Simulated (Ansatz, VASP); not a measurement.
One calculation of Ca, two programs

```
Ca
1.0
     3.98000    0.00000    0.00000
    -1.99000    3.44678    0.00000
     0.00000    0.00000    6.52000
Ca
2
Direct
  0.34590 0.66667 0.25000
  0.66667 0.33333 0.75000
```

Alike in both runs: task single point; functional PBE; k mesh 12 × 12 × 6; occupations gaussian, width 0.05 eV; no spin polarisation.

|  | VASP | Ansatz |
| --- | --- | --- |
| version | VASP 6.6.1 | Ansatz 0.2.0 |
| potentials or method | VASP PAW PBE potentials, release 64 (Ca_sv), cutoff 520 eV | scalar-relativistic, plane waves, PAW |
| valence electrons in the cell | 20 | 20 |

|  | VASP | Ansatz | Ansatz less VASP |
| --- | --- | --- | --- |
| gap on the k mesh at the Fermi level (eV) | none | none | - |
| pressure (GPa) | -0.9 | -0.9 | 0.00 |
| traceless stress, the component that is largest in VASP (GPa) | -0.08 | -0.08 | +0.001 |
| rms of the force components (eV/Å) | 0.010 | 0.010 | 0.0000 |

Atom by atom the forces differ by 0.000 eV/Å (rms over components). A gap of «none» marks a metal or a gap that the smearing closes.
